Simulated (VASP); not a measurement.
A run of VASP 6.6.1 is set up as follows.

File INCAR:

```
SYSTEM = InO
PREC = Accurate
ENCUT = 520
EDIFF = 1E-6
ISMEAR = 0
SIGMA = 0.03
LREAL = .False.
LASPH = .True.
NELM = 100
ALGO = Normal
ISIF = 2
LWAVE = .False.
LCHARG = .True.
GGA = PE
LELF = .True.
LVHAR = .True.
NBANDS = 27
```

KPOINTS

```
regular mesh
0
Gamma
  12 12 4
  0 0 0
```

POSCAR

```
InO
1.0
    3.3979006105      0.0000000000      0.0000000000
   -1.6989503053      2.9426682482      0.0000000000
    0.0000000000      0.0000000000     16.4020216013
In O
2 2
Direct
    0.6666666667      0.3333333333      0.5900210000
    0.6666666667      0.3333333333      0.4099790000
    0.0000000000      0.0000000000      0.6398670000
    0.0000000000      0.0000000000      0.3601330000
```

Potentials or basis: VASP PAW PBE potentials, release 64 (In_d, O).

Command:

```bash
$ cat potpaw_PBE.64/In_d/POTCAR potpaw_PBE.64/O/POTCAR > POTCAR
$ mpirun -np 1 vasp_std > vasp.out
```

(1) Predict the largest force.

(2) What does it give for the band gap on the k mesh?

Results:

(1) 0.452 eV/Å.

(2) 0.21 eV, indirect (least direct gap 1.16 eV).

Caveat: spin-orbit coupling is left out, which moves the levels of the heavy elements.
